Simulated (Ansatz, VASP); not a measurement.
**Ni in VASP and in Ansatz**

```
Ni
1.0
     2.51365    0.00000    0.00000
    -1.25682    2.17688    0.00000
     0.00000    0.00000    4.11605
Ni
2
Direct
  0.33333 0.66667 0.25000
  0.66667 0.33333 0.75000
```

Alike in both runs: functional RPBE; k mesh 14 × 14 × 8; occupations fermi-dirac, width 0.05 eV; collinear spin.

Ansatz relaxed the structure, and its values are those at the end. VASP's run is a single point on that final structure, the one shown.

```csv
,VASP,Ansatz
version,VASP 6.6.1,Ansatz 0.2.0
potentials or method,"VASP PAW PBE potentials, release 64 (Ni), cutoff 520 eV","plane waves (420 eV) with PAW, scalar-relativistic"
valence electrons in the cell,20,36
```

```csv
,VASP,Ansatz,Ansatz less VASP
pressure (GPa),-0.7,0.0,+0.65
net moment per atom (μB),0.00,0.70,+0.698
size of the moment on the site where the two differ most (μB),0.27,0.74,+0.465
```

The net moments are unlike, so the other rows may belong to different states. VASP's potentials were made for PBE, not for RPBE. Site moments also hang on the region over which each program counts them. VASP's potentials hold 20 valence electrons a cell and Ansatz's 36, so a difference there can come from the potentials and not from the codes. Ansatz's warnings: seeded moment not kept.
